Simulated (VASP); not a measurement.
# Cd (P6_3/mmc) in VASP: notebook, part 2 of 2

VASP 6.6.1. Earlier steps stand in the parts before.

### 5 Single point, PBE (strain -0.025 along x and y, +0.025 along z)

Contents of INCAR:

```
PREC = Accurate
ENCUT = 500
EDIFF = 1E-6
ISMEAR = 0
SIGMA = 0.15
LREAL = False
LASPH = True
NELM = 120
ALGO = Normal
ISIF = 2
LWAVE = False
LCHARG = False
GGA = PE
NBANDS = 19
GGA_COMPAT = False
```

Contents of KPOINTS:

```
regular mesh
0
Gamma
  18 18 8
```

Contents of POSCAR:

```
Cd
1.0
    2.9044006954      0.0000000000      0.0000000000
   -1.4522003477      2.5152847850      0.0000000000
    0.0000000000      0.0000000000      5.7580912500
Cd
2
Direct
    0.3333333333      0.6666666667      0.2500000000
    0.6666666667      0.3333333333      0.7500000000
```

Potentials or basis: VASP PAW PBE potentials, release 64 (Cd).

The run is started by

```
cat potpaw_PBE.64/Cd/POTCAR > POTCAR
mpirun -np 1 vasp_std > vasp.out
```

OUTCAR:

```text
PREC = Accurate
   ENCUT = 500
   EDIFF = 1E-6
   ISMEAR = 0
   LREAL = False
   LASPH = True
   NELM = 120
   ISIF = 2
   GGA = PE

 ion  position               nearest neighbor table
   1  0.333  0.667  0.250-   2 3.33   2 3.33   2 3.33   2 3.33   2 3.33   2 3.33
   2  0.667  0.333  0.750-   1 3.33   1 3.33   1 3.33   1 3.33   1 3.33   1 3.33

  LATTYP: Found a hexagonal cell.
 ALAT       =     2.9044006954
 C/A-ratio  =     1.9825402394

  Lattice vectors:

 A1 = (   2.9044006954,   0.0000000000,   0.0000000000)
 A2 = (  -1.4522003477,   2.5152847850,   0.0000000000)
 A3 = (   0.0000000000,   0.0000000000,   5.7580912500)

Analysis of symmetry for initial positions (statically):
=====================================================================
 Subroutine PRICEL returns:
 Original cell was already a primitive cell.

 Routine SETGRP: Setting up the symmetry group for a
 hexagonal supercell.

 Subroutine GETGRP returns: Found 24 space group operations
 (whereof 12 operations were pure point group operations)
[... 163 lines left out ...]
  free energy    TOTEN  =        -1.41803843 eV

  energy without entropy =       -1.41421736  energy(sigma->0) =       -1.41612789

 E-fermi :   3.1136     XC(G=0): -11.1564

 val. band max:        3.1013220554   @ k =   0.2778   0.0556   0.0000
 cond. band min:       3.1305833476   @ k =   0.3889   0.2222   0.5000
 fundamental gap:      0.0292612922
 Fermi energy:         3.1135636449

 k-point     1 :       0.0000    0.0000    0.0000
  band No.  band energies     occupation
      1      -6.9424      2.00000
      2      -6.7342      2.00000
      3      -6.2155      2.00000
      4      -6.2155      2.00000
      5      -6.1738      2.00000
      6      -6.1738      2.00000
[... 505 lines left out ...]
      6      -5.8133      2.00000
[... 11 lines left out ...]
     18      14.4908      0.00000
     19      15.3468      0.00000

 [... further k-points ...]

------------------------ aborting loop because EDIFF is reached ----------------------------------------

  FORCE on cell =-STRESS in cart. coord.  units (eV):
  Direction    XX          YY          ZZ          XY          YZ          ZX
  --------------------------------------------------------------------------------------
  -------------------------------------------------------------------------------------
  Total        2.0528651      2.0528651      0.7547517      0.0000000      0.0000000      0.0000000
  in kB       78.1895563     78.1895563     28.7469957      0.0000000      0.0000000      0.0000000
  external PRESSURE =      61.7087028 kB  Pullay stress =       0.0000000 kB

 VOLUME and BASIS-vectors are now :
 -----------------------------------------------------------------------------
  energy-cutoff  :      500.00
  volume of cell :       42.07
      direct lattice vectors                 reciprocal lattice vectors
     2.904400695  0.000000000  0.000000000     0.344305110  0.198784648  0.000000000
    -1.452200348  2.515284785  0.000000000     0.000000000  0.397569296  0.000000000
     0.000000000  0.000000000  5.758091250     0.000000000  0.000000000  0.173668661

 POSITION                                       TOTAL-FORCE (eV/Angst)
 -----------------------------------------------------------------------------------
     -0.00000      1.67686      1.43952         0.000000     -0.000000     -0.000000
      1.45220      0.83843      4.31857        -0.000000      0.000000      0.000000
 -----------------------------------------------------------------------------------
    total drift:                               -0.000000      0.000000      0.000000

  FREE ENERGIE OF THE ION-ELECTRON SYSTEM (eV)
  ---------------------------------------------------
  free  energy   TOTEN  =        -1.4180384334 eV

  energy  without entropy=       -1.4142173565  energy(sigma->0) =       -1.41612789
```

OSZICAR:

```text
N       E                     dE             d eps       ncg     rms          rms(c)
DAV:   1     0.172837009843E+03    0.17284E+03   -0.12899E+04  7038   0.124E+03
DAV:   2     0.242765766170E+01   -0.17041E+03   -0.16438E+03  7315   0.331E+02
DAV:   3    -0.152507939560E+01   -0.39527E+01   -0.39455E+01  8036   0.576E+01
DAV:   4    -0.153202029731E+01   -0.69409E-02   -0.69404E-02  7729   0.226E+00
DAV:   5    -0.153204163220E+01   -0.21335E-04   -0.21335E-04  7766   0.122E-01    0.499E+00
DAV:   6    -0.142409018308E+01    0.10795E+00   -0.25627E-01  7701   0.622E+00    0.385E+00
DAV:   7    -0.141795269431E+01    0.61375E-02   -0.31676E-02  7799   0.175E+00    0.169E+00
DAV:   8    -0.141796022359E+01   -0.75293E-05   -0.41107E-03  7498   0.787E-01    0.960E-02
DAV:   9    -0.141799407981E+01   -0.33856E-04   -0.25228E-05  8032   0.543E-02    0.436E-02
DAV:  10    -0.141803849943E+01   -0.44420E-04   -0.37731E-05  7571   0.572E-02    0.494E-03
DAV:  11    -0.141803843341E+01    0.66015E-07   -0.83006E-08  4651   0.282E-03
   1 F= -.14180384E+01 E0= -.14161279E+01  d E =-.382108E-02
```

It took 70 s on 1 thread of Intel Xeon Platinum 8488C (Sapphire Rapids), shared host; peak memory 0.24 GiB.

Results:

```yaml
Free_energy: -1.4180 eV
Pressure: 6.2 GPa
Band_gap_on_the_k_mesh: zero (bands 12 and 13 overlap by 5.05 eV)
```

Caveat: the cell differs from its parent crystal (strain -0.025 along x and y, +0.025 along z); the cell stands under pressure.

### 6 Summary

```tsv
cell	gap on the mesh (eV)	pressure (GPa)
a = 2.979, b = 2.979, c = 5.337 Å, angles 90.0, 90.0, 120.0°, 2 atoms	none	6.3
a = 2.904, b = 2.904, c = 5.618 Å, angles 90.0, 90.0, 120.0°, 2 atoms	none	7.5
a = 2.979, b = 2.979, c = 5.477 Å, angles 90.0, 90.0, 120.0°, 2 atoms	none	4.6
a = 2.904, b = 2.904, c = 5.758 Å, angles 90.0, 90.0, 120.0°, 2 atoms	none	6.2
```

Alike in all rows: task single point; level PBE; potentials or basis VASP PAW PBE potentials, release 64 (Cd); no spin polarisation; k mesh 18 × 18 × 8; cutoff (eV) 500; smearing gaussian 0.15 eV.

Caveats: the cell stands under pressure.

Absolute energies hang on the potentials; compare differences alone.

The gap in the log of VASP goes by the Fermi energy; the results here count the filled bands.